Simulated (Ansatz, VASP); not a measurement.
## Two plane-wave programs on MgO

```xyz
2
Lattice="0.0000 2.1039 2.1039 2.1039 0.0000 2.1039 2.1039 2.1039 0.0000" Properties=species:S:1:pos:R:3 pbc="T T T"
Mg    0.0000    0.0000    0.0000
O     2.1039    2.1039    2.1039
```

Alike in both runs: functional PBE; dispersion D3(BJ); k mesh 10 × 10 × 10; occupations gaussian, width 0.02 eV; no spin polarisation.

Ansatz relaxed the structure, and its values are those at the end. VASP's run is a single point on that final structure, the one shown.

```csv
,VASP,Ansatz
version,VASP 6.6.1,Ansatz 0.2.0
potentials or method,"VASP PAW PBE potentials, release 64 (Mg, O), cutoff 600 eV","scalar-relativistic, plane waves, PAW"
valence electrons in the cell,8,16
```

```csv
,VASP,Ansatz,Ansatz less VASP
gap on the k mesh at the Fermi level (eV),4.76,4.77,+0.015
least direct gap on the mesh (eV),4.76,4.77,+0.015
pressure (GPa),-1.0,0.0,+0.98
```

VASP's potentials hold 8 valence electrons a cell and Ansatz's 16, so a difference there can come from the potentials and not from the codes.
